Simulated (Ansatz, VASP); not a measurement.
**Hg: VASP beside Ansatz**

The input INCAR:

```
SYSTEM = Hg
PREC = Accurate
ENCUT = 520
EDIFF = 1E-6
ISMEAR = 0
SIGMA = 0.05
LREAL = .FALSE.
LASPH = .TRUE.
NELM = 100
ALGO = Normal
ISIF = 2
LWAVE = .FALSE.
LCHARG = .FALSE.
GGA = PS
NBANDS = 25
```

Contents of KPOINTS:

```
regular mesh
0
G
  12 12 4
  0 0 0
```

Contents of POSCAR:

```
Hg
1.0
    3.1217354593     -1.8045865800      0.0000000000
    3.1217354593      1.8045865800      0.0000000000
   -2.0874657820      0.0000000000      8.4440744872
Hg
3
Direct
    0.7775275200      0.7775275200      0.3362887300
    0.2224724800      0.2224724800      0.6637112700
   -0.1039019142      0.1039019142      0.0000000000
```

Input for Ansatz:

```yaml
crystal:
  lattice:
    - [3.1217354593, -1.80458658, 0.0]
    - [3.1217354593, 1.80458658, 0.0]
    - [-2.087465782, 0.0, 8.4440744872]
  atoms:
    - { symbol: Hg, position: [0.77752752, 0.77752752, 0.33628873] }
    - { symbol: Hg, position: [0.22247248, 0.22247248, 0.66371127] }
    - { symbol: Hg, position: [-0.1039019142, 0.1039019142, 0.0] }
basis:
  ecutwfc: 420
kpoints:
  mp_grid: { grid: [12, 12, 4] }
hamiltonian:
  xc: pbesol
scf:
  occupations: { method: gaussian, width: 0.05 }
output:
  forces: true
  stress: true
  eigenvalues: true
  populations: true
```

Change from the starting cell: one atom moved.

Alike in both runs: task single point; functional PBEsol; k mesh 12 × 12 × 4; occupations gaussian, width 0.05 eV; no spin polarisation.

|  | VASP | Ansatz |
| --- | --- | --- |
| version | VASP 6.6.1 | Ansatz 0.2.0 |
| potentials or method | VASP PAW PBE potentials, release 64 (Hg), cutoff 520 eV | scalar-relativistic, plane waves, PAW |
| valence electrons in the cell | 36 | 60 |

Ansatz gave:

```
gap on the k mesh at the Fermi level (eV)                     : 0.26
least direct gap on the mesh (eV)                             : 1.09
pressure (GPa)                                                : -2.8
traceless stress, the component that is largest in VASP (GPa) : -0.11
rms of the force components (eV/Å)                            : 0.013
```

Estimate VASP's values.

gap on the k mesh at the Fermi level (eV): 0.26; least direct gap on the mesh (eV): 1.10; pressure (GPa): -2.7; traceless stress, the component that is largest in VASP (GPa): -0.09; rms of the force components (eV/Å): 0.014.

VASP's potentials were made for PBE, not for PBEsol. Atom by atom the forces differ by 0.001 eV/Å (rms over components). VASP's potentials hold 36 valence electrons a cell and Ansatz's 60, so a difference there can come from the potentials and not from the codes.

Neither program's run includes spin-orbit coupling.
